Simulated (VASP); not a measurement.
A run of VASP 6.6.1 is set up as follows.

Contents of POSCAR:

```
BAs
1.0
    3.0688662835      0.0000000000      0.0000000000
    0.0000000000      2.6275034090      0.0000000000
    0.0000000000      0.0000000000      3.0546942372
B As
1 1
Direct
    0.0000000000      0.5000000000      0.0000000000
    0.5000000000      0.5000000000      0.5000000000
```

The input INCAR.step1:

```
ALGO = Normal
EDIFF = 1E-5
ENCUT = 520
GGA = PE
ISIF = 2
ISMEAR = -1
LASPH = True
LCHARG = False
LREAL = False
LWAVE = True
NBANDS = 11
NELM = 60
PREC = Accurate
SIGMA = 0.05
```

The input INCAR.step2:

```
AEXX = 0.25
ALGO = Normal
EDIFF = 1E-6
ENCUT = 520
GGA = PS
HFSCREEN = 0.207
ISIF = 2
ISMEAR = -1
ISTART = 1
LASPH = True
LCHARG = False
LHFCALC = True
LREAL = False
LWAVE = False
NBANDS = 11
NELM = 60
PREC = Accurate
PRECFOCK = Normal
SIGMA = 0.05
```

File KPOINTS:

```
k-points
0
Gamma
  6 4 3
```

Potentials or basis: VASP PAW PBE potentials, release 64 (B, As).

Command:

```bash
$ cat potpaw_PBE.64/B/POTCAR potpaw_PBE.64/As/POTCAR > POTCAR
$ cp INCAR.step1 INCAR
$ mpirun -np 1 vasp_std > vasp.out
$ cp INCAR.step2 INCAR
$ mpirun -np 1 vasp_std > vasp.out
```

Problem. Estimate the pressure.

Solution. -0.2 GPa.

Problem. What does it give for the band gap on the k mesh?

Solution. Zero (bands 4 and 5 overlap by 4.99 eV).

Stress tensor (GPa, compression positive):
```
 0.02  0.00  0.00
 0.00 -0.39  0.00
 0.00  0.00 -0.16
```

Caveat: the k points lie up to 0.69 Å⁻¹ apart, too coarse for converged energies and pressures of a metal; the PAW data sets were made with another functional, which shifts forces and pressure a little.
